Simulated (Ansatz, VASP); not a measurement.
One calculation of C, two programs

```xyz
4
Lattice="2.4554 0.0000 0.0000 -1.2277 2.1264 0.0000 0.0000 0.0000 6.6644" Properties=species:S:1:pos:R:3 pbc="T T T"
C     0.0000    0.0000    1.6661
C     0.0000    0.0000    4.9983
C     0.0000    1.4176    1.6661
C     1.2277    0.7088    4.9983
```

Alike in both runs: task single point; functional r2SCAN; k mesh 12 × 12 × 4; occupations fermi-dirac, width 0.02 eV; no spin polarisation.

|  | VASP | Ansatz |
| --- | --- | --- |
| version | VASP 6.6.1 | Ansatz 0.2.0 |
| potentials or method | VASP PAW PBE potentials, release 64 (C) | plane waves, PAW |
| plane-wave cutoff (eV) | 660 | 500 |
| valence electrons in the cell | 16 | 16 |

VASP gave:

```
pressure (GPa)                                                : 0.7
traceless stress, the component that is largest in VASP (GPa) : 0.53
```

Question: What did Ansatz give for the same quantities?

Answer: Pressure (GPa): 0.7; traceless stress, the component that is largest in VASP (GPa): 1.09.

VASP's potentials were made for PBE, not for r2SCAN. With one functional, cell and mesh, what is left measures potentials, basis and numerics.
